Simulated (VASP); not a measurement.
Crystal: LaH3.

```xyz
4
Lattice="0.0000 2.7865 2.7865 2.7865 0.0000 2.7865 2.7865 2.7865 0.0000" Properties=species:S:1:pos:R:3 pbc="T T T"
La    0.0000    0.0000    0.0000
H     2.7865    2.7865    2.7865
H     4.1797    4.1797    4.1797
H     1.3932    1.3932    1.3932
```

| Property | Result |
| --- | --- |
| Program | VASP 6.6.1 |
| Task | relaxation of cell and atoms |
| Functional | PBEsol |
| Potentials or basis | VASP PAW PBE potentials, release 64 (La, H) |
| Cutoff | 500 eV |
| k mesh | 7 × 7 × 7 |
| Occupations | fermi-dirac, width 0.05 eV |
| Spin | no spin polarisation |

At the start: pressure -3.3 GPa; volume 10.82 Å³/atom.

Problem. Where does the relaxation end?

Solution. Over 3 steps the energy falls by 4.6 meV/atom and the volume is 10.38 Å³/atom (-4.0 %); space group Fm-3m (No. 225, to 0.1 Å) before and after.

The path:
| step | energy change (eV) | largest force (eV/Å) | pressure (GPa) | volume (Å³) |
| --- | --- | --- | --- | --- |
| 1 | 0.0000 | 0.0000 | -3.29 | 43.27 |
| 2 | -0.0176 | 0.0000 | -0.74 | 41.89 |
| 3 | -0.0185 | 0.0000 | -0.02 | 41.54 |

Final structure:
```
La H
1.0
     0.00000    2.74876    2.74876
     2.74876    0.00000    2.74876
     2.74876    2.74876    0.00000
La H
1 3
Cartesian
  0.0000 0.0000 0.0000
  2.7488 2.7488 2.7488
  4.1231 4.1231 4.1231
  1.3744 1.3744 1.3744
```

Caveat: the PAW data sets were made with another functional, which shifts forces and pressure a little.
